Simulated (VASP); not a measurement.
Here is a VASP 6.6.1 calculation.

File INCAR:

```
ALGO = Fast
EDIFF = 1E-6
ENCUT = 520
GGA = PS
ISIF = 2
ISMEAR = 0
LASPH = T
LCHARG = T
LELF = T
LREAL = F
LVHAR = T
LWAVE = F
NBANDS = 12
NELM = 100
PREC = Accurate
SIGMA = 0.15
```

File KPOINTS:

```
k-points
0
Gamma
  20 20 20
```

The input POSCAR:

```
Ag
1.0
   -1.7881063200      1.7881063200      1.6556540000
    1.7881063200     -1.7881063200      1.6556540000
    1.7881063200      1.7881063200     -1.6556540000
Ag
1
Direct
    0.0000000000      0.0000000000      0.0000000000
```

Potentials or basis: VASP PAW PBE potentials, release 64 (Ag).

Launch:

```sh
$ cat potpaw_PBE.64/Ag/POTCAR > POTCAR
$ mpirun -np 1 vasp_std > vasp.out
```

(1) What does it give for the pressure?

Results:

(1) -13.8 GPa.

Caveat: the cell differs from its parent crystal (strain +0.080 along x and y, +0.000 along z); the PAW data sets were made with another functional, which shifts forces and pressure a little.
